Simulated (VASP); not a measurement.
Here is a VASP 6.6.1 calculation.

The input POSCAR:

```
Zn
1.0
    0.0000000000      1.9515891866      1.9515891866
    1.9515891866      0.0000000000      1.9515891866
    1.9515891866      1.9515891866      0.0000000000
Zn
1
Direct
    0.0000000000      0.0000000000      0.0000000000
```

Contents of INCAR.step1:

```
PREC     = Accurate       # precision mode
ENCUT    = 520            # plane-wave cutoff, eV
EDIFF    = 1E-5           # SCF threshold, eV
ISMEAR   = -1             # smearing method
SIGMA    = 0.05           # smearing width, eV
LREAL    = False          # projectors in reciprocal space
LASPH    = True           # aspherical terms in the spheres
NELM     = 100            # most SCF steps
ALGO     = Normal         # electronic algorithm
ISIF     = 2              # what is computed and relaxed
LWAVE    = True           # write WAVECAR
NBANDS   = 12             # bands
GGA      = PE             # functional
```

INCAR.step2

```
PREC     = Accurate       # precision mode
ENCUT    = 520            # plane-wave cutoff, eV
EDIFF    = 1E-7           # SCF threshold, eV
ISMEAR   = -1             # smearing method
SIGMA    = 0.05           # smearing width, eV
LREAL    = False          # projectors in reciprocal space
LASPH    = True           # aspherical terms in the spheres
NELM     = 100            # most SCF steps
ALGO     = Normal         # electronic algorithm
ISIF     = 2              # what is computed and relaxed
LWAVE    = False          # write WAVECAR
LCHARG   = True           # write CHGCAR
GGA      = PE             # functional
LHFCALC  = True           # exact exchange
AEXX     = 0.25           # exact-exchange fraction
PRECFOCK = Normal       
LELF     = True           # ELF
LVHAR    = True         
NBANDS   = 12             # bands
ISTART   = 1
```

KPOINTS

```
regular mesh
0
Gamma
  6 6 6
```

Potentials or basis: VASP PAW PBE potentials, release 64 (Zn).

Launch:

```console
$ cat potpaw_PBE.64/Zn/POTCAR > POTCAR
$ cp INCAR.step1 INCAR
$ mpirun -np 1 vasp_std > vasp.out
$ cp INCAR.step2 INCAR
$ mpirun -np 1 vasp_std > vasp.out
```

(1) What does it give for the band gap on the k mesh?

(2) What does it give for the pressure?

Results:

(1) zero (bands 6 and 7 overlap by 2.58 eV).

(2) 0.7 GPa.

Caveat: the k points lie up to 0.46 Å⁻¹ apart, too coarse for converged energies and pressures of a metal; the PAW data sets were made with another functional, which shifts forces and pressure a little.
